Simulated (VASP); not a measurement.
Runs of VASP 6.6.1 on CaO. The structure is that of space group Fm-3m (No. 225), or close to it. The cells are those of the table. 

| level | cell | k mesh | smearing | gap on the mesh (eV) | pressure (GPa) |
| --- | --- | --- | --- | --- | --- |
| PBE | a = 3.391 Å, angles 60.0°, 2 atoms | 10 × 10 × 10 | fermi-dirac 0.02 eV | 3.63 | 3.1 |
| r2SCAN | a = 3.374 Å, angles 60.0°, 2 atoms | 10 × 10 × 10 | gaussian 0.01 eV | (b) | 2.9 |
| PBE | a = 3.391, b = 3.340, c = 3.340 Å, angles 61.0, 59.5, 59.5°, 2 atoms | 6 × 6 × 6 | gaussian 0.01 eV | 3.49 | 7.2 |
| PBE | a = 3.382, b = 3.382, c = 3.391 Å, angles 59.9, 59.9, 60.2°, 2 atoms | 10 × 10 × 10 | fermi-dirac 0.02 eV | 3.61 | 3.7 |
| PBE | a = 3.374 Å, angles 60.0°, 2 atoms | 10 × 10 × 10 | fermi-dirac 0.02 eV | 3.63 | 4.9 |
| PBE | a = 3.382, b = 3.382, c = 3.391 Å, angles 59.9, 59.9, 60.2°, 2 atoms | 6 × 6 × 6 | gaussian 0.01 eV | 3.61 | 3.7 |
| PBE | a = 3.391 Å, angles 60.0°, 2 atoms | 6 × 6 × 6 | gaussian 0.01 eV | 3.63 | 3.1 |
| PBE | a = 3.379 Å, angles 60.2°, 2 atoms | 6 × 6 × 6 | gaussian 0.01 eV | 3.62 | 3.7 |
| PBE | a = 3.374 Å, angles 60.0°, 2 atoms | 6 × 6 × 6 | gaussian 0.01 eV | 3.63 | 4.9 |
| r2SCAN | a = 3.391 Å, angles 60.0°, 2 atoms | 10 × 10 × 10 | gaussian 0.01 eV | 4.19 | (a) |
| PBE | a = 3.391, b = 3.391, c = 3.357 Å, angles 60.3, 60.3, 60.7°, 2 atoms | 6 × 6 × 6 | gaussian 0.01 eV | 3.60 | 3.1 |
| PBE | a = 3.391, b = 3.340, c = 3.340 Å, angles 61.0, 59.5, 59.5°, 2 atoms | 10 × 10 × 10 | fermi-dirac 0.02 eV | 3.49 | 7.2 |

Alike in all rows: task single point; potentials or basis VASP PAW PBE potentials, release 64 (Ca_sv, O); no spin polarisation; cutoff (eV) 520.

Q: Estimate the missing entries.

A: (a) 1.0; (b) 4.18.

Caveats: the PAW data sets were made with another functional, which shifts forces and pressure a little (some runs).

A k mesh can miss the band edges.
